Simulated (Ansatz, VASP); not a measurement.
Two plane-wave programs on Si16C

```
Si C
1.0
     0.00000    5.43000    5.43000
     5.43000    0.00000    5.43000
     5.43000    5.43000    0.00000
Si C
16 1
Direct
  0.97687 0.97805 0.99841
  0.09627 0.09904 0.15240
  0.97712 0.97804 0.54685
  0.19837 0.18786 0.55743
  0.98356 0.47328 0.02170
  0.10777 0.61033 0.13370
  0.97274 0.53136 0.49815
  0.10785 0.61041 0.64847
  0.47036 0.98752 0.02118
  0.60881 0.11639 0.12720
  0.54737 0.97469 0.48921
  0.60908 0.11640 0.64787
  0.48100 0.48987 0.01771
  0.60982 0.61351 0.13849
  0.48111 0.48989 0.51176
  0.60284 0.60827 0.64467
  0.04888 0.01283 0.71935
```

Alike in both runs: functional PBE; k mesh 2 × 2 × 2; occupations fermi-dirac, width 0.05 eV; collinear spin.

Ansatz relaxed the structure, and its values are those at the end. VASP's run is a single point on that final structure, the one shown.

|  | VASP | Ansatz |
| --- | --- | --- |
| version | VASP 6.6.1 | Ansatz 0.2.0 |
| potentials or method | VASP PAW PBE potentials, release 64 (Si, C), cutoff 520 eV | scalar-relativistic, plane waves, PAW |
| valence electrons in the cell | 68 | 68 |

```csv
,VASP,Ansatz,Ansatz less VASP
rms of the force components (eV/Å),0.021,0.022,+0.0009
net moment per atom (μB),0.00,0.00,0.000
```

With one functional, cell and mesh, what is left measures potentials, basis and numerics. Ansatz's warnings: seeded moment not kept.

The k mesh is coarse, so the values compare programs but aren't converged.
